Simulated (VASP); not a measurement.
I, 1 atom in the cell. The structure is cubic, space group Fm-3m (No. 225). Conventional cell: a = 4.765 Å, b = 4.765 Å, c = 4.765 Å, α = 90.00°, β = 90.00°, γ = 90.00°. I (site symmetry m-3m) has 12 I at 3.37 Å within 4.4 Å. 

```yaml
Program: VASP 6.6.1
Task: single point
Functional: PBEsol
Potentials_or_basis: VASP PAW PBE potentials, release 64 (I)
Cutoff: 520 eV
k_mesh: 14 × 14 × 14
Occupations: fermi-dirac, width 0.05 eV
Spin: no spin polarisation
Dipole_correction: no
Further_INCAR_settings: ALGO = Normal; EDIFF = 1e-06; NBANDS = 10
```

Potentials or basis: VASP PAW PBE potentials, release 64 (I).

Command:

```bash
$ cat potpaw_PBE.64/I/POTCAR > POTCAR
$ mpirun -np 1 vasp_std > vasp.out
```

Hardware: 1 thread of Intel(R) Xeon(R) 6975P-C (Granite Rapids) (shared host).

Task: How long does it take, and how much memory?

Result: Wall time 9.4 s on 1 thread of Intel(R) Xeon(R) 6975P-C (Granite Rapids), on a shared host, peak memory 0.17 GiB. Counts: scf iterations 9, k points 104.
